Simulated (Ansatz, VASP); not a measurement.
**Two plane-wave programs on SiC**

```
CELL_PARAMETERS angstrom
2.17400 -2.17400 0.00000
2.17400 0.00000 -2.17400
10.50781 7.79009 7.79009
ATOMIC_POSITIONS crystal
Si 0.64064 0.64064 0.06247
Si 0.62672 0.62672 0.89580
Si 0.23785 0.23785 0.22913
Si 0.43229 0.43229 0.56247
Si 0.83507 0.83507 0.39580
Si 0.02950 0.02950 0.72913
C 0.48437 0.48437 0.43747
C 0.88716 0.88716 0.27080
C 0.08159 0.08159 0.60413
C 0.27602 0.27602 0.93747
C 0.67881 0.67881 0.77080
C 0.28994 0.28994 0.10413
```

Alike in both runs: task single point; functional PBE; k mesh 10 × 10 × 2; occupations gaussian, width 0.05 eV; no spin polarisation.

|  | VASP | Ansatz |
| --- | --- | --- |
| version | VASP 6.6.1 | Ansatz 0.2.0 |
| potentials or method | VASP PAW PBE potentials, release 64 (Si, C), cutoff 520 eV | scalar-relativistic, plane waves, PAW |
| valence electrons in the cell | 48 | 48 |

|  | VASP | Ansatz | Ansatz less VASP |
| --- | --- | --- | --- |
| gap on the k mesh at the Fermi level (eV) | 0.56 | 0.57 | +0.002 |
| least direct gap on the mesh (eV) | 1.20 | 1.20 | +0.002 |
| pressure (GPa) | 4.5 | 4.6 | +0.05 |
| traceless stress, the component that is largest in VASP (GPa) | 7.75 | 7.74 | -0.002 |
| rms of the force components (eV/Å) | 0.369 | 0.370 | +0.0006 |

Atom by atom the forces differ by 0.004 eV/Å (rms over components). With one functional, cell and mesh, what is left measures potentials, basis and numerics.
